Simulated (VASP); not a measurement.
# Tl (Pm-3m) in VASP: notebook

Runs on Tl. Level: PBE. Tasks: single point.

Everything below comes from runs of VASP 6.6.1. Logs are shortened: lines on timing, memory, paths and dates and some standing lists are left out, and cuts for length are marked.

## 1. The cell of the first run

Symmetry: Pm-3m, No. 221, cubic system. Conventional cell: a = 2.883 Å, b = 2.883 Å, c = 2.883 Å, α = 90.00°, β = 90.00°, γ = 90.00°. Tl (site symmetry m-3m) has 6 Tl at 2.88 Å within 3.8 Å.

This isn't the form of Tl at room conditions, which is hcp.

## 2. Single point, PBE

INCAR reads:

```
SYSTEM = Tl
PREC = Accurate
ENCUT = 520
EDIFF = 1E-6
ISMEAR = -1
SIGMA = 0.1
LREAL = .FALSE.
LASPH = .TRUE.
NELM = 80
ALGO = Normal
ISIF = 2
LWAVE = .FALSE.
LCHARG = .FALSE.
GGA = PE
NBANDS = 12
```

KPOINTS reads:

```
regular mesh
0
G
  7 7 7
  0 0 0
```

POSCAR reads:

```
Tl
1.0
    2.8831168880      0.0000000000      0.0000000000
    0.0000000000      2.8831168880      0.0000000000
    0.0000000000      0.0000000000      2.8831168880
Tl
1
Direct
    0.0000000000      0.0000000000      0.0000000000
```

Potentials or basis: VASP PAW PBE potentials, release 64 (Tl_d).

Started as:

```
> cat potpaw_PBE.64/Tl_d/POTCAR > POTCAR
> mpirun -np 1 vasp_std > vasp.out
```

OUTCAR:

```text
SYSTEM = Tl
   PREC = Accurate
   ENCUT = 520
   EDIFF = 1E-6
   ISMEAR = -1
   LREAL = .FALSE.
   LASPH = .TRUE.
   NELM = 80
   ISIF = 2
   GGA = PE

 ion  position               nearest neighbor table
   1  0.000  0.000  0.000-

  LATTYP: Found a simple cubic cell.
 ALAT       =     2.8831168880

  Lattice vectors:

 A1 = (   2.8831168880,   0.0000000000,   0.0000000000)
 A2 = (   0.0000000000,   2.8831168880,   0.0000000000)
 A3 = (   0.0000000000,   0.0000000000,   2.8831168880)

Analysis of symmetry for initial positions (statically):
=====================================================================
 Subroutine PRICEL returns:
 Original cell was already a primitive cell.

 Routine SETGRP: Setting up the symmetry group for a
 simple cubic supercell.

 Subroutine GETGRP returns: Found 48 space group operations
 (whereof 48 operations were pure point group operations)
 out of a pool of 48 trial point group operations.

The static configuration has the point symmetry O_h .

Analysis of symmetry for dynamics (positions and initial velocities):
=====================================================================
 Subroutine PRICEL returns:
 Original cell was already a primitive cell.

 Routine SETGRP: Setting up the symmetry group for a
 simple cubic supercell.

 Subroutine GETGRP returns: Found 48 space group operations
 (whereof 48 operations were pure point group operations)
 out of a pool of 48 trial point group operations.

The dynamic configuration has the point symmetry O_h .

 Subroutine INISYM returns: Found 48 space group operations
 (whereof 48 operations are pure point group operations),
 and found     1 'primitive' translations

----------------------------------------------------------------------------------------

                                     Primitive cell

  volume of cell :      23.9655

  direct lattice vectors                    reciprocal lattice vectors
     2.883116888  0.000000000  0.000000000     0.346846846  0.000000000  0.000000000
     0.000000000  2.883116888  0.000000000     0.000000000  0.346846846  0.000000000
     0.000000000  0.000000000  2.883116888     0.000000000  0.000000000  0.346846846

  length of vectors
     2.883116888  2.883116888  2.883116888     0.346846846  0.346846846  0.346846846

  position of ions in fractional coordinates (direct lattice)
     0.000000000  0.000000000  0.000000000

  ion indices of the primitive-cell ions
   primitive index   ion index
                 1           1

----------------------------------------------------------------------------------------

 KPOINTS: regular mesh

Automatic generation of k-mesh.
 Grid dimensions read from file:
 generate k-points for:    7    7    7

 Generating k-lattice:

  Cartesian coordinates                     Fractional coordinates (reciprocal lattice)
     0.049549549  0.000000000  0.000000000     0.142857143  0.000000000  0.000000000
     0.000000000  0.049549549  0.000000000     0.000000000  0.142857143  0.000000000
     0.000000000  0.000000000  0.049549549     0.000000000  0.000000000  0.142857143

  Length of vectors
     0.049549549  0.049549549  0.049549549

  Shift w.r.t. Gamma in fractional coordinates (k-lattice)
     0.000000000  0.000000000  0.000000000

 Subroutine IBZKPT returns following result:
 ===========================================

 Found     20 irreducible k-points:

 Following reciprocal coordinates:
            Coordinates               Weight
  0.000000  0.000000  0.000000      1.000000
  0.142857  0.000000  0.000000      6.000000
  0.285714  0.000000  0.000000      6.000000
  0.428571  0.000000  0.000000      6.000000
  0.142857  0.142857  0.000000     12.000000
  0.285714  0.142857  0.000000     24.000000
[... 12 lines left out ...]
  0.428571  0.428571  0.285714     24.000000
  0.428571  0.428571  0.428571      8.000000
   k-points           NKPTS =     20   k-points in BZ     NKDIM =     20   number of bands    NBANDS=     12
   number of dos      NEDOS =    301   number of ions     NIONS =      1
   total plane-waves  NPLWV =  13824
   dimension x,y,z NGX =    24 NGY =   24 NGZ =   24
   dimension x,y,z NGXF=    48 NGYF=   48 NGZF=   48
   ions per type =               1
   NGX,Y,Z   is equivalent  to a cutoff of  13.84, 13.84, 13.84 a.u.
   NGXF,Y,Z  is equivalent  to a cutoff of  27.68, 27.68, 27.68 a.u.
 SYSTEM =  Tl
   PREC   = accura    normal or accurate (medium, high low for compatibility)
   ISTART =      0    job   : 0-new  1-cont  2-samecut
   ICHARG =      2    charge: 1-file 2-atom 10-const
   ISPIN  =      1    spin polarized calculation?
   LNONCOLLINEAR =      F non collinear calculations
   LSORBIT =      F    spin-orbit coupling
   LASPH  =      T    aspherical Exc in radial PAW
   ENCUT  =  520.0 eV  38.22 Ry    6.18 a.u.   5.36  5.36  5.36*2*pi/ulx,y,z
   NELM   =     80;   NELMIN=  2; NELMDL= -5     # of ELM steps
   EDIFF  = 0.1E-05   stopping-criterion for ELM
   LREAL  =      F    real-space projection
   EDIFFG = 0.1E-04   stopping-criterion for IOM
   NSW    =      0    number of steps for IOM
   IBRION =     -1    ionic relax: 0-MD 1-quasi-New 2-CG
   NFREE  =      0    steps in history (QN), initial steepest desc. (CG)
   ISIF   =      2    stress and relaxation
   ISYM   =      2    0-nonsym 1-usesym 2-fastsym
   POTIM  = 0.5000    time-step for ionic-motion
   TEBEG  =    0.0;   TEEND  =   0.0 temperature during run
   PSTRESS=    0.0 pullay stress
   NELECT =      13.0000    total number of electrons
   NUPDOWN=      -1.0000    fix difference up-down
   EMIN   =  10.00;   EMAX   =-10.00  energy-range for DOS
   EFERMI =   0.00;   METHOD = LEGACY
   ISMEAR =    -1;   SIGMA  =   0.10  broadening in eV -4-tet -1-fermi 0-gaus
   EFERMI_NEDOS =   21; number of points for ismear=-14 and -15
   IALGO  =     38    algorithm
   IMIX   =      4    mixing-type and parameters
     AMIX     =   0.40;   BMIX     =  1.00
     AMIX_MAG =   1.60;   BMIX_MAG =  1.00
  volume/ion in A,a.u.               =      23.97       161.73
  Fermi-wavevector in a.u.,A,eV,Ry     =   1.335141  2.523050 24.253754  1.782601
  Thomas-Fermi vector in A             =   2.463868
   LORBIT       =      0    0 simple, 1 ext, 2 COOP (PROOUT), +10 PAW based schemes
   GGA     = PE    functional components
   LHFCALC =     F    Hartree Fock is set to
   AEXX    =    0.0000 exact exchange contribution
   IVDW    =     0    specifies the selected vdW correction
   LEPSILON=     F    determine dielectric tensor
   LRPA    =     F    only Hartree local field effects (RPA)
 non-spin polarized calculation
  energy-cutoff  :      520.00
  volume of cell :       23.97
 maximum number of plane-waves:       659
 NGX is ok and might be reduce to    24
   NGX = 11   NGY = 11   NGZ = 11

 number of electron      13.0000004 magnetization

 Free energy of the ion-electron system (eV)
  ---------------------------------------------------
  ext. energy  EPLUGINS =         0.00000000
  ---------------------------------------------------
  free energy    TOTEN  =        -1.65034831 eV

  energy without entropy =       -1.63369902  energy(sigma->0) =       -1.64202366

 E-fermi :   8.7729     XC(G=0): -11.0163

 val. band max:        8.7726807254   @ k =   0.4286   0.2857   0.2857
 cond. band min:       9.0788469630   @ k =   0.4286   0.4286   0.0000
 fundamental gap:      0.3061662376
 Fermi energy:         8.7729021126

 k-point     1 :       0.0000    0.0000    0.0000
  band No.  band energies     occupation
      1      -4.5758      2.00000
      2      -4.5758      2.00000
      3      -3.0255      2.00000
      4      -2.5886      2.00000
      5      -2.5886      2.00000
      6      -2.5886      2.00000
      7      16.7889      0.00000
      8      16.7889      0.00000
      9      16.7889      0.00000
     10      20.8881      0.00000
     11      22.4103      0.00000
     12      22.4103      0.00000

 k-point     2 :       0.1429    0.0000    0.0000
  band No.  band energies     occupation
      1      -4.5478      2.00000
      2      -4.3737      2.00000
      3      -2.7072      2.00000
      4      -2.7072      2.00000
      5      -2.5787      2.00000
      6      -2.5776      2.00000
      7      13.6109      0.00000
      8      17.3456      0.00000
      9      17.3456      0.00000
     10      21.5551      0.00000
     11      22.1598      0.00000
     12      25.4407      0.00000

 k-point     3 :       0.2857    0.0000    0.0000
  band No.  band energies     occupation
      1      -4.4839      2.00000
      2      -4.0343      2.00000
      3      -2.9628      2.00000
      4      -2.9628      2.00000
      5      -2.5562      2.00000
      6      -1.0766      2.00000
      7       9.2719      0.01352
      8      18.8085      0.00000
      9      18.8085      0.00000
     10      21.5742      0.00000
     11      21.8061      0.00000
     12      28.2006      0.00000
[... 226 lines left out ...]
 k-point    19 :       0.4286    0.4286    0.2857
  band No.  band energies     occupation
      1      -3.9948      2.00000
      2      -3.6504      2.00000
      3      -3.6377      2.00000
      4      -2.8591      2.00000
      5      -2.1621      2.00000
      6       6.0313      2.00000
      7       9.8905      0.00003
      8      10.6363      0.00000
      9      15.2338      0.00000
     10      16.6090      0.00000
     11      19.9021      0.00000
     12      20.4599      0.00000

 k-point    20 :       0.4286    0.4286    0.4286
  band No.  band energies     occupation
      1      -3.9414      2.00000
      2      -3.9143      2.00000
      3      -3.9143      2.00000
      4      -2.1446      2.00000
      5      -2.1446      2.00000
      6       7.8985      1.99968
      7      11.2417      0.00000
      8      11.2417      0.00000
      9      13.1414      0.00000
     10      15.6123      0.00000
     11      18.4138      0.00000
     12      18.4138      0.00000

------------------------ aborting loop because EDIFF is reached ----------------------------------------

  FORCE on cell =-STRESS in cart. coord.  units (eV):
  Direction    XX          YY          ZZ          XY          YZ          ZX
  --------------------------------------------------------------------------------------
  -------------------------------------------------------------------------------------
  Total        2.9847419      2.9847419      2.9847419      0.0000000     -0.0000000     -0.0000000
  in kB      199.5402950    199.5402950    199.5402950      0.0000000     -0.0000000     -0.0000000
  external PRESSURE =     199.5402950 kB  Pullay stress =       0.0000000 kB

 VOLUME and BASIS-vectors are now :
 -----------------------------------------------------------------------------
  energy-cutoff  :      520.00
  volume of cell :       23.97
      direct lattice vectors                 reciprocal lattice vectors
     2.883116888  0.000000000  0.000000000     0.346846846  0.000000000  0.000000000
     0.000000000  2.883116888  0.000000000     0.000000000  0.346846846  0.000000000
     0.000000000  0.000000000  2.883116888     0.000000000  0.000000000  0.346846846

 POSITION                                       TOTAL-FORCE (eV/Angst)
 -----------------------------------------------------------------------------------
      0.00000      0.00000      0.00000         0.000000      0.000000      0.000000
 -----------------------------------------------------------------------------------
    total drift:                                0.000000     -0.000000      0.000000

  FREE ENERGIE OF THE ION-ELECTRON SYSTEM (eV)
  ---------------------------------------------------
  free  energy   TOTEN  =        -1.6503483131 eV

  energy  without entropy=       -1.6336990155  energy(sigma->0) =       -1.64202366
```

Run time: 5.7 s. Hardware: 1 thread of Intel Xeon 8259CL, shared host; peak memory 0.14 GiB.

Results:

| Property | Result |
| --- | --- |
| Free energy | -1.6503 eV |
| Pressure | 20.0 GPa |
| Band gap on the k mesh | zero (an odd number of electrons rules out a gap without spin polarisation) |

Caveat: the cell stands under pressure; spin-orbit coupling is left out, which moves the levels of the heavy elements.

## 3. Single point, PBE

This run uses another cell than the first one, of 26.87 Å³/atom.

INCAR reads:

```
PREC = Accurate
ENCUT = 520
EDIFF = 1E-6
ISMEAR = -1
SIGMA = 0.1
LREAL = F
LASPH = T
NELM = 100
ALGO = Normal
ISIF = 2
LWAVE = F
LCHARG = F
GGA = PE
NBANDS = 12
```

KPOINTS reads:

```
regular mesh
0
Gamma
  7 7 7
```

POSCAR reads:

```
Tl
1.0
    2.9953505024      0.0000000000      0.0000000000
    0.0000000000      2.9953505024      0.0000000000
    0.0000000000      0.0000000000      2.9953505024
Tl
1
Direct
    0.0000000000      0.0000000000      0.0000000000
```

Potentials or basis: VASP PAW PBE potentials, release 64 (Tl_d).

Started as:

```
> cat potpaw_PBE.64/Tl_d/POTCAR > POTCAR
> mpirun -np 1 vasp_std > vasp.out
```

Wall time 5.6 s (1 thread of Intel Xeon 8259CL, shared host); peak memory 0.13 GiB.

It converged, with:

```
Free energy            : -1.9143 eV
Pressure               : 9.9 GPa
Band gap on the k mesh : zero (an odd number of electrons rules out a gap without spin polarisation)
```

Levels at points of the mesh, in eV from the Fermi level:
```csv
k point,band 4,band 5,band 6,band 7,band 8,band 9
"(0.00, 0.00, 0.00)",-11.32,-11.32,-10.91,7.49,7.49,7.49
```

Caveat: the cell stands under pressure; spin-orbit coupling is left out, which moves the levels of the heavy elements.

(Continued in part 2 of 2.)
